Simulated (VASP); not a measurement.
Write the native input for VASP 6.6.1 that does the following.

* Task: single point
* Functional: PBE
* Potentials or basis: VASP PAW PBE potentials, release 64 (Zn, Se)
* Cutoff: 520 eV
* k mesh: 8 × 8 × 8
* Occupations: gaussian, width 0.02 eV
* Spin: no spin polarisation
* Dipole correction: no
* Further INCAR settings: ALGO = Normal; EDIFF = 1e-06; NBANDS = 16

The structure of ZnSe lies in POSCAR:

```
ZnSe
1.0
    0.0000000000      2.8658805892      2.8658805892
    2.8658805892      0.0000000000      2.8658805892
    2.8658805892      2.8658805892      0.0000000000
Zn Se
1 1
Direct
    0.0000000000      0.0000000000      0.0000000000
    0.2500000000      0.2500000000      0.2500000000
```

The input as run:

INCAR

```
SYSTEM = ZnSe
ALGO = Normal
EDIFF = 1E-6
ENCUT = 520
GGA = PE
ISIF = 2
ISMEAR = 0
LASPH = .TRUE.
LCHARG = .FALSE.
LREAL = .FALSE.
LWAVE = .FALSE.
NBANDS = 16
NELM = 80
PREC = Accurate
SIGMA = 0.02
```

KPOINTS

```
k-points
0
G
  8 8 8
  0 0 0
```

Potentials or basis: VASP PAW PBE potentials, release 64 (Zn, Se).

Launch:

```console
$ cat potpaw_PBE.64/Zn/POTCAR potpaw_PBE.64/Se/POTCAR > POTCAR
$ mpirun -np 1 vasp_std > vasp.out
```

Results of the run:

```json
{
  "Pressure": "0.2 GPa",
  "Band gap on the k mesh": "1.16 eV"
}
```

Run time: 15 s on 1 thread of AMD EPYC 7R13 Processor (Zen 3), with other jobs on the host, peak memory 0.15 GiB.
